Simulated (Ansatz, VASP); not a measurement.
# MnHg: VASP beside Ansatz

The input INCAR:

```
PREC = Accurate
ENCUT = 520
EDIFF = 1E-8
ISMEAR = -1
SIGMA = 0.08
LREAL = False
LASPH = True
NELM = 150
ALGO = Normal
ISIF = 2
LWAVE = False
LCHARG = False
ISPIN = 2
MAGMOM = 4 0
LORBIT = 11
LMAXMIX = 4
GGA = PE
LEFG = True
NBANDS = 24
```

Contents of KPOINTS:

```
regular mesh
0
Gamma
  11 11 11
```

Contents of POSCAR:

```
MnHg
1.0
    3.3150000000      0.0000000000      0.0000000000
    0.0000000000      3.3150000000      0.0000000000
    0.0000000000      0.0000000000      3.3150000000
Mn Hg
1 1
Direct
    0.5000000000      0.5000000000      0.5241327300
    0.0000000000      0.0000000000      0.0000000000
```

Input for Ansatz:

```yaml
crystal:
  lattice:
    - [3.315, 0.0, 0.0]
    - [0.0, 3.315, 0.0]
    - [0.0, 0.0, 3.315]
  atoms:
    - { symbol: Mn, position: [0.5, 0.5, 0.52413273], spin: 4.0 }
    - { symbol: Hg, position: [0.0, 0.0, 0.0] }
magnetization:
  spin_polarized: true
kpoints:
  mp_grid: { grid: [11, 11, 11] }
scf:
  occupations: { method: fermi_dirac, width: 0.08 }
hamiltonian:
  xc: pbe
  pseudopotentials: { kind: all_electron, datasets: crystal }
output:
  forces: true
  stress: true
  eigenvalues: true
  efg: { contact_densities: true }
```

Alike in both runs: task electric field gradients; functional PBE; k mesh 11 × 11 × 11; occupations fermi-dirac, width 0.08 eV; collinear spin.

|  | VASP | Ansatz |
| --- | --- | --- |
| version | VASP 6.6.1 | Ansatz 0.2.0 |
| potentials or method | VASP PAW PBE potentials, release 64 (Mn_pv, Hg), cutoff 520 eV | all-electron PAW with datasets made for the crystal, scalar-relativistic |

Ansatz gave:

| Property | Result |
| --- | --- |
| pressure (GPa) | 0.7 |
| traceless stress, the component that is largest in VASP (GPa) | -0.13 |
| rms of the force components (eV/Å) | 0.146 |
| net moment per atom (μB) | 1.96 |
| size of the moment on the site where the two differ most (μB) | 3.87 |
| size of Vzz on the site where it differs most (V/Å²) | 2.0 |

Q: What did VASP give for the same quantities?

A: Pressure (GPa): 1.2; traceless stress, the component that is largest in VASP (GPa): -0.13; rms of the force components (eV/Å): 0.150; net moment per atom (μB): 1.96; size of the moment on the site where the two differ most (μB): 3.83; size of Vzz on the site where it differs most (V/Å²): 2.7.

Site moments also hang on the region over which each program counts them. Atom by atom the forces differ by 0.004 eV/Å (rms over components). Ansatz ran all-electron here, and VASP with PAW potentials.

Neither program's run includes spin-orbit coupling.
